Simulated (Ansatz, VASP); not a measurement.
# FeO: VASP beside Ansatz

```
Fe O
1.0
     0.00000    2.36590    2.36590
     2.36590    0.00000    2.36590
     2.36590    2.36590    0.00000
Fe O
1 1
Direct
  0.00000 0.00000 0.00000
  0.25000 0.25000 0.25000
```

Alike in both runs: task single point; functional PBE; k mesh 10 × 10 × 10; occupations fermi-dirac, width 0.05 eV; collinear spin.

|  | VASP | Ansatz |
| --- | --- | --- |
| version | VASP 6.6.1 | Ansatz 0.2.0 |
| potentials or method | VASP PAW PBE potentials, release 64 (Fe_sv, O) | Ansatz PAW |
| plane-wave cutoff (eV) | 600 | 420 |
| valence electrons in the cell | 22 | 22 |

```tsv
	VASP	Ansatz	Ansatz less VASP
gap on the k mesh at the Fermi level (eV)	none	none	-
pressure (GPa)	-12.0	-10.1	+1.93
net moment per atom (μB)	2.01	2.01	0.000
size of the moment on the site where the two differ most (μB)	3.46	3.37	-0.091
```

Site moments also hang on the region over which each program counts them. A gap of «none» marks a metal or a gap that the smearing closes.
